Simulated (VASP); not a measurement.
A run of VASP 6.6.1 is set up as follows.

The input INCAR:

```
PREC     = Accurate       # precision mode
ENCUT    = 600            # plane-wave cutoff, eV
EDIFF    = 1E-7           # SCF threshold, eV
ISMEAR   = -1             # smearing method
SIGMA    = 0.1            # smearing width, eV
LREAL    = False          # projectors in reciprocal space
LASPH    = True           # aspherical terms in the spheres
NELM     = 80             # most SCF steps
ALGO     = Normal         # electronic algorithm
ISIF     = 3              # what is computed and relaxed
LWAVE    = False          # write WAVECAR
LCHARG   = False          # write CHGCAR
GGA      = CA             # functional
IBRION   = 2              # ionic algorithm
NSW      = 32             # ionic steps
EDIFFG   = -0.005         # ionic threshold
PSTRESS  = 1.4000000000000001
```

The input KPOINTS:

```
regular mesh
0
Gamma
  11 11 11
```

Contents of POSCAR:

```
Sr
1.0
   -3.5244886551      3.5244886551      1.8995085201
    3.5244886551     -3.5244886551      1.8995085201
    3.5244886551      3.5244886551     -1.8995085201
Sr
2
Direct
   -0.3750000000     -0.1250000000     -0.2500000000
    0.3750000000      0.1250000000      0.2500000000
```

Potentials or basis: VASP PAW LDA potentials, release 64 (Sr_sv).

The run is started by

```console
$ cat potpaw_LDA.64/Sr_sv/POTCAR > POTCAR
$ mpirun -np 1 vasp_std > vasp.out
```

Question: Predict the space group after relaxing (to 0.1 Å).

Answer: I4_1/amd (No. 141).

Question: What does it give for the relaxed volume?

Answer: 47.16 Å³/atom.

Final structure:
```cif
data_structure
_symmetry_space_group_name_H-M 'P 1'
_symmetry_Int_Tables_number 1
_cell_length_a 5.3328
_cell_length_b 5.3328
_cell_length_c 5.3328
_cell_angle_alpha 97.287
_cell_angle_beta 97.287
_cell_angle_gamma 138.273
_cell_volume 94.32
loop_
_atom_site_label
_atom_site_type_symbol
_atom_site_fract_x
_atom_site_fract_y
_atom_site_fract_z
_atom_site_occupancy
Sr1 Sr 0.62500 0.87500 0.75000 1
Sr2 Sr 0.37500 0.12500 0.25000 1
```

Caveat: the cell is relaxed towards a set pressure, so the run minimises the enthalpy, not the energy.
